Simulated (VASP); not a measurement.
# VCrC2 (R-3m) in VASP: single point with LDA

Aim: the single point of VCrC2 with LDA.

Everything below comes from runs of VASP 6.6.1. Logs are shortened: lines on timing, memory, paths and dates and some standing lists are left out, and cuts for length are marked.

**1. The cell of the first run**

The structure is trigonal, space group R-3m (No. 166). The conventional cell has a = 2.921 Å, b = 2.921 Å, c = 14.218 Å, α = 90.00°, β = 90.00°, γ = 120.00°. V (site symmetry -3m) has 6 C at 2.07 Å within 2.7 Å. Cr (site symmetry -3m) has 6 C at 2.05 Å within 2.7 Å. C (site symmetry 3m) has 3 Cr at 2.05 Å and 3 V at 2.07 Å within 2.7 Å.

**2. Single point, LDA, collinear spin, ferromagnetic start**

Input file INCAR:

```
PREC = Accurate
ENCUT = 600
EDIFF = 1E-6
ISMEAR = -1
SIGMA = 0.3
LREAL = F
LASPH = T
NELM = 200
ALGO = Normal
ISIF = 2
LWAVE = F
LCHARG = T
ISPIN = 2
MAGMOM = 2 3.9 0 0
LORBIT = 11
LMAXMIX = 4
LELF = T
LVHAR = T
NBANDS = 28
GGA_COMPAT = F
```

Input file KPOINTS:

```
Automatic mesh
0
Gamma
  7 7 7
```

Input file POSCAR:

```
VCrC2
1.0
    1.4606320000      0.8432962784      4.7393853333
   -1.4606320000      0.8432962784      4.7393853333
    0.0000000000     -1.6865925568      4.7393853333
V Cr C
1 1 2
Direct
    0.0000000000      0.0000000000      0.0000000000
    0.5000000000      0.5000000000      0.5000000000
    0.7512406667      0.7512406667      0.7512406667
    0.2487593333      0.2487593333      0.2487593333
```

Potentials or basis: VASP PAW LDA potentials, release 64 (V_sv, Cr_pv, C).

The run is started by

```
> cat potpaw_LDA.64/V_sv/POTCAR potpaw_LDA.64/Cr_pv/POTCAR potpaw_LDA.64/C/POTCAR > POTCAR
> mpirun -np 1 vasp_std > vasp.out
```

OUTCAR:

```text
PREC = Accurate
   ENCUT = 600
   EDIFF = 1E-6
   ISMEAR = -1
   LREAL = F
   LASPH = T
   NELM = 200
   ISIF = 2
   ISPIN = 2
   LORBIT = 11

 ion  position               nearest neighbor table
   1  0.000  0.000  0.000-   3 2.07   3 2.07   4 2.07   4 2.07   3 2.07   4 2.07   2 2.91   2 2.91
                             2 2.91   2 2.91   2 2.91   2 2.91
   2  0.500  0.500  0.500-   4 2.05   4 2.05   3 2.05   3 2.05   4 2.05   3 2.05   1 2.91   1 2.91
                             1 2.91   1 2.91   1 2.91   1 2.91
   3  0.751  0.751  0.751-   2 2.05   2 2.05   2 2.05   1 2.07   1 2.07   1 2.07
   4  0.249  0.249  0.249-   2 2.05   2 2.05   2 2.05   1 2.07   1 2.07   1 2.07

  LATTYP: Found a trigonal (rhomboedric) cell.
 ALAT       =     5.0305434885
 COS(alpha) =     0.8313905925

  Lattice vectors:

 A1 = (   1.4606320000,   0.8432962784,   4.7393853333)
 A2 = (  -1.4606320000,   0.8432962784,   4.7393853333)
 A3 = (   0.0000000000,  -1.6865925568,   4.7393853333)

Analysis of symmetry for initial positions (statically):
=====================================================================
 Subroutine PRICEL returns:
 Original cell was already a primitive cell.

 Routine SETGRP: Setting up the symmetry group for a
 trigonal (rhombohedral) supercell.

 Subroutine GETGRP returns: Found 12 space group operations
 (whereof 12 operations were pure point group operations)
 out of a pool of 12 trial point group operations.

The static configuration has the point symmetry D_3d.

Analysis of symmetry for dynamics (positions and initial velocities):
=====================================================================
 Subroutine PRICEL returns:
 Original cell was already a primitive cell.

 Routine SETGRP: Setting up the symmetry group for a
 trigonal (rhombohedral) supercell.

 Subroutine GETGRP returns: Found 12 space group operations
 (whereof 12 operations were pure point group operations)
 out of a pool of 12 trial point group operations.

The dynamic configuration has the point symmetry D_3d.

Analysis of structural, dynamic, and magnetic symmetry:
=====================================================================
 Subroutine PRICEL returns:
 Original cell was already a primitive cell.

 Routine SETGRP: Setting up the symmetry group for a
 trigonal (rhombohedral) supercell.

 Subroutine GETGRP returns: Found 12 space group operations
 (whereof 12 operations were pure point group operations)
 out of a pool of 12 trial point group operations.

The overall configuration has the point symmetry D_3d.

 Subroutine INISYM returns: Found 12 space group operations
 (whereof 12 operations are pure point group operations),
 and found     1 'primitive' translations

----------------------------------------------------------------------------------------

                                     Primitive cell

  volume of cell :      35.0263

  direct lattice vectors                    reciprocal lattice vectors
     1.460632000  0.843296278  4.739385333     0.342317572  0.197637142  0.070332609
    -1.460632000  0.843296278  4.739385333    -0.342317572  0.197637142  0.070332609
     0.000000000 -1.686592557  4.739385333     0.000000000 -0.395274285  0.070332609

  length of vectors
     5.030543489  5.030543489  5.030543489     0.401482797  0.401482797  0.401482797

  position of ions in fractional coordinates (direct lattice)
     0.000000000  0.000000000  0.000000000
     0.500000000  0.500000000  0.500000000
     0.751240667  0.751240667  0.751240667
     0.248759333  0.248759333  0.248759333

  ion indices of the primitive-cell ions
   primitive index   ion index
                 1           1
                 2           2
                 3           3
                 4           4

----------------------------------------------------------------------------------------

 KPOINTS: Automatic mesh

Automatic generation of k-mesh.
 Grid dimensions read from file:
 generate k-points for:    7    7    7

 Generating k-lattice:

  Cartesian coordinates                     Fractional coordinates (reciprocal lattice)
     0.048902510  0.028233877  0.010047516     0.142857143  0.000000000  0.000000000
    -0.048902510  0.028233877  0.010047516     0.000000000  0.142857143  0.000000000
     0.000000000 -0.056467755  0.010047516     0.000000000  0.000000000  0.142857143

  Length of vectors
     0.057354685  0.057354685  0.057354685

  Shift w.r.t. Gamma in fractional coordinates (k-lattice)
     0.000000000  0.000000000  0.000000000

 Subroutine IBZKPT returns following result:
 ===========================================

 Found     44 irreducible k-points:

 Following reciprocal coordinates:
            Coordinates               Weight
  0.000000  0.000000  0.000000      1.000000
  0.142857 -0.000000  0.000000      6.000000
  0.285714  0.000000 -0.000000      6.000000
  0.428571 -0.000000 -0.000000      6.000000
  0.142857  0.142857  0.000000      6.000000
  0.285714  0.142857  0.000000     12.000000
[... 16 lines left out ...]
  0.285714  0.285714  0.142857      6.000000
  0.428571  0.285714  0.142857     12.000000
 [... further k-points ...]
   k-points           NKPTS =     44   k-points in BZ     NKDIM =     44   number of bands    NBANDS=     28
   number of dos      NEDOS =    301   number of ions     NIONS =      4
   total plane-waves  NPLWV =  64000
   dimension x,y,z NGX =    40 NGY =   40 NGZ =   40
   dimension x,y,z NGXF=    80 NGYF=   80 NGZF=   80
   ions per type =               1   1   2
   NGX,Y,Z   is equivalent  to a cutoff of  13.22, 13.22, 13.22 a.u.
   NGXF,Y,Z  is equivalent  to a cutoff of  26.44, 26.44, 26.44 a.u.
 SYSTEM =  unknown system
   PREC   = accura    normal or accurate (medium, high low for compatibility)
   ISTART =      0    job   : 0-new  1-cont  2-samecut
   ICHARG =      2    charge: 1-file 2-atom 10-const
   ISPIN  =      2    spin polarized calculation?
   LNONCOLLINEAR =      F non collinear calculations
   LSORBIT =      F    spin-orbit coupling
   LASPH  =      T    aspherical Exc in radial PAW
   ENCUT  =  600.0 eV  44.10 Ry    6.64 a.u.  10.05 10.05 10.05*2*pi/ulx,y,z
   NELM   =    200;   NELMIN=  2; NELMDL= -5     # of ELM steps
   EDIFF  = 0.1E-05   stopping-criterion for ELM
   LREAL  =      F    real-space projection
   EDIFFG = 0.1E-04   stopping-criterion for IOM
   NSW    =      0    number of steps for IOM
   IBRION =     -1    ionic relax: 0-MD 1-quasi-New 2-CG
   NFREE  =      0    steps in history (QN), initial steepest desc. (CG)
   ISIF   =      2    stress and relaxation
   ISYM   =      2    0-nonsym 1-usesym 2-fastsym
   POTIM  = 0.5000    time-step for ionic-motion
   TEBEG  =    0.0;   TEEND  =   0.0 temperature during run
   PSTRESS=    0.0 pullay stress
   NELECT =      33.0000    total number of electrons
   NUPDOWN=      -1.0000    fix difference up-down
   EMIN   =  10.00;   EMAX   =-10.00  energy-range for DOS
   EFERMI =   0.00;   METHOD = LEGACY
   ISMEAR =    -1;   SIGMA  =   0.30  broadening in eV -4-tet -1-fermi 0-gaus
   EFERMI_NEDOS =   21; number of points for ismear=-14 and -15
   IALGO  =     38    algorithm
   IMIX   =      4    mixing-type and parameters
     AMIX     =   0.40;   BMIX     =  1.00
     AMIX_MAG =   1.60;   BMIX_MAG =  1.00
  volume/ion in A,a.u.               =       8.76        59.09
  Fermi-wavevector in a.u.,A,eV,Ry     =   1.604900  3.032822 35.044593  2.575705
  Thomas-Fermi vector in A             =   2.701332
   LORBIT       =     11    0 simple, 1 ext, 2 COOP (PROOUT), +10 PAW based schemes
   GGA     = CA    functional components
   LHFCALC =     F    Hartree Fock is set to
   AEXX    =    0.0000 exact exchange contribution
   IVDW    =     0    specifies the selected vdW correction
   LEPSILON=     F    determine dielectric tensor
   LRPA    =     F    only Hartree local field effects (RPA)
 spin polarized calculation
  energy-cutoff  :      600.00
  volume of cell :       35.03
 maximum number of plane-waves:      1186
   NGX = 21   NGY = 21   NGZ = 21

 number of electron      32.9999997 magnetization       0.0093333

 Free energy of the ion-electron system (eV)
  ---------------------------------------------------
  ext. energy  EPLUGINS =         0.00000000
  ---------------------------------------------------
  free energy    TOTEN  =       -42.09324223 eV

  energy without entropy =      -41.17543493  energy(sigma->0) =      -41.63433858

 E-fermi :  10.8823     XC(G=0): -13.8394

 val. band max:       10.8730262928   @ k =  -0.2857   0.4286   0.2857
 cond. band min:      10.8900629706   @ k =  -0.4286   0.2857  -0.0000
 fundamental gap:      0.0170366778
 Fermi energy:        10.8823163349

 spin component 1

 k-point     1 :       0.0000    0.0000    0.0000
  band No.  band energies     occupation
      1     -53.1691      1.00000
      2     -32.4352      1.00000
      3     -32.3112      1.00000
      4     -32.3112      1.00000
      5     -27.5185      1.00000
      6     -27.2780      1.00000
[... 20 lines left out ...]
     27      19.1501      0.00000
     28      22.5963      0.00000

 k-point     2 :       0.1429   -0.0000    0.0000
  band No.  band energies     occupation
      1     -53.1597      1.00000
      2     -32.4273      1.00000
      3     -32.3528      1.00000
      4     -32.3209      1.00000
      5     -27.5079      1.00000
      6     -27.3477      1.00000
[... 20 lines left out ...]
     27      20.5694      0.00000
     28      23.1971      0.00000

 k-point     3 :       0.2857    0.0000   -0.0000
  band No.  band energies     occupation
      1     -53.1388      1.00000
      2     -32.4454      1.00000
      3     -32.4092      1.00000
      4     -32.3427      1.00000
      5     -27.5025      1.00000
      6     -27.4833      1.00000
[... 616 lines left out ...]
      3     -32.3530      1.00000
      4     -32.3210      1.00000
      5     -27.5116      1.00000
      6     -27.3474      1.00000
[... 20 lines left out ...]
     27      21.4342      0.00000
     28      23.2862      0.00000

 k-point    24 :       0.4286    0.2857    0.1429
  band No.  band energies     occupation
      1     -53.1446      1.00000
      2     -32.4148      1.00000
      3     -32.4128      1.00000
      4     -32.3427      1.00000
      5     -27.4930      1.00000
      6     -27.4483      1.00000
[... 20 lines left out ...]
     27      23.1982      0.00000
     28      23.4322      0.00000

 [... further k-points ...]

 spin component 2

 k-point     1 :       0.0000    0.0000    0.0000
  band No.  band energies     occupation
      1     -53.1687      1.00000
      2     -32.4265      1.00000
      3     -32.3021      1.00000
      4     -32.3021      1.00000
      5     -27.5183      1.00000
      6     -27.2777      1.00000
[... 20 lines left out ...]
     27      19.1508      0.00000
     28      22.5966      0.00000

 k-point     2 :       0.1429   -0.0000    0.0000
  band No.  band energies     occupation
      1     -53.1594      1.00000
      2     -32.4185      1.00000
      3     -32.3437      1.00000
      4     -32.3118      1.00000
      5     -27.5077      1.00000
      6     -27.3473      1.00000
[... 20 lines left out ...]
     27      20.5701      0.00000
     28      23.1974      0.00000

 k-point     3 :       0.2857    0.0000   -0.0000
  band No.  band energies     occupation
      1     -53.1384      1.00000
      2     -32.4363      1.00000
      3     -32.4004      1.00000
      4     -32.3335      1.00000
      5     -27.5021      1.00000
      6     -27.4830      1.00000
[... 616 lines left out ...]
      3     -32.3439      1.00000
      4     -32.3119      1.00000
      5     -27.5114      1.00000
      6     -27.3470      1.00000
[... 20 lines left out ...]
     27      21.4351      0.00000
     28      23.2866      0.00000

 k-point    24 :       0.4286    0.2857    0.1429
  band No.  band energies     occupation
      1     -53.1443      1.00000
      2     -32.4057      1.00000
      3     -32.4039      1.00000
      4     -32.3336      1.00000
      5     -27.4928      1.00000
      6     -27.4480      1.00000
[... 20 lines left out ...]
     27      23.1990      0.00000
     28      23.4332      0.00000

 [... further k-points ...]

------------------------ aborting loop because EDIFF is reached ----------------------------------------

  FORCE on cell =-STRESS in cart. coord.  units (eV):
  Direction    XX          YY          ZZ          XY          YZ          ZX
  --------------------------------------------------------------------------------------
  -------------------------------------------------------------------------------------
  Total       -3.3297216     -3.3297216     -3.3422746      0.0000000      0.0000000      0.0000000
  in kB     -152.3085334   -152.3085334   -152.8827355      0.0000000      0.0000000      0.0000000
  external PRESSURE =    -152.4999341 kB  Pullay stress =       0.0000000 kB

 VOLUME and BASIS-vectors are now :
 -----------------------------------------------------------------------------
  energy-cutoff  :      600.00
  volume of cell :       35.03
      direct lattice vectors                 reciprocal lattice vectors
     1.460632000  0.843296278  4.739385333     0.342317572  0.197637142  0.070332609
    -1.460632000  0.843296278  4.739385333    -0.342317572  0.197637142  0.070332609
     0.000000000 -1.686592557  4.739385333     0.000000000 -0.395274285  0.070332609

 POSITION                                       TOTAL-FORCE (eV/Angst)
 -----------------------------------------------------------------------------------
      0.00000      0.00000      0.00000        -0.000000     -0.000000      0.000000
      0.00000      0.00000      7.10908         0.000000      0.000000      0.000000
      0.00000      0.00000     10.68126        -0.000000      0.000000      0.114843
      0.00000      0.00000      3.53690        -0.000000     -0.000000     -0.114843
 -----------------------------------------------------------------------------------
    total drift:                               -0.000000     -0.000000      0.000000

  FREE ENERGIE OF THE ION-ELECTRON SYSTEM (eV)
  ---------------------------------------------------
  free  energy   TOTEN  =       -42.0932422288 eV

  energy  without entropy=      -41.1754349326  energy(sigma->0) =      -41.63433858

 total charge

# of ion       s       p       d       tot
------------------------------------------
    1        2.267   6.326   3.219  11.812
    2        0.324   6.447   4.353  11.125
    3        0.882   1.523   0.000   2.405
    4        0.882   1.523   0.000   2.405
--------------------------------------------------
tot          4.356  15.819   7.572  27.747

 magnetization (x)

# of ion       s       p       d       tot
------------------------------------------
    1       -0.000  -0.000   0.000   0.000
    2        0.000   0.000   0.008   0.008
    3       -0.000  -0.000   0.000  -0.000
    4       -0.000  -0.000   0.000  -0.000
--------------------------------------------------
tot         -0.000  -0.001   0.008   0.007
```

Wall time 2.7 min (1 thread of Intel Xeon Platinum 8259CL at 2.50GHz (Skylake/Cascade Lake), shared host); peak memory 0.26 GiB.

Results:

```
Free energy                                           : -42.0932 eV
Pressure                                              : -15.2 GPa
Largest force                                         : 0.115 eV/Å
Net moment                                            : 0.01 μB per cell
Valence electrons inside the program's atomic spheres : V 11.81; Cr 11.12; C 2.40
```

Forces in eV/Å, atoms in the order of the input:
```
V    0.000  0.000  0.000
Cr   0.000  0.000  0.000
C    0.000  0.000  0.115
C    0.000  0.000 -0.115
```

Caveat: the k points lie up to 0.36 Å⁻¹ apart; so wide a smearing shifts energies and pressures; an empty level that is flat over the whole mesh can mark a ghost state of the potentials, or a narrow d or f band.
